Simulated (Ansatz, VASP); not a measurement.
## One calculation of Ge5I3, two programs

```
Ge I
1.0
    10.03742    0.00000    0.00000
    -5.01871    8.69266    0.00000
     0.00000    0.00000    5.18242
Ge I
5 3
Direct
  0.33333 0.66667 0.00000
  0.66667 0.33333 0.00000
  0.33333 0.66667 0.50000
  0.66667 0.33333 0.50000
  0.00000 0.00000 0.50000
  0.50000 0.00000 0.00000
  0.00000 0.50000 0.00000
  0.50000 0.50000 0.00000
```

Alike in both runs: functional PBE; k mesh 3 × 3 × 4; occupations gaussian, width 0.1 eV; no spin polarisation.

Ansatz relaxed the structure, and its values are those at the end. VASP's run is a single point on that final structure, the one shown.

|  | VASP | Ansatz |
| --- | --- | --- |
| version | VASP 6.6.1 | Ansatz 0.2.0 |
| potentials or method | VASP PAW PBE potentials, release 64 (Ge_d, I), cutoff 520 eV | scalar-relativistic, plane waves, PAW |
| valence electrons in the cell | 91 | 121 |

|  | VASP | Ansatz | Ansatz less VASP |
| --- | --- | --- | --- |
| gap on the k mesh at the Fermi level (eV) | none | none | - |
| pressure (GPa) | 0.0 | 0.0 | +0.02 |

A gap of «none» marks a metal or a gap that the smearing closes. VASP's potentials hold 91 valence electrons a cell and Ansatz's 121, so a difference there can come from the potentials and not from the codes.

Neither program's run includes spin-orbit coupling.
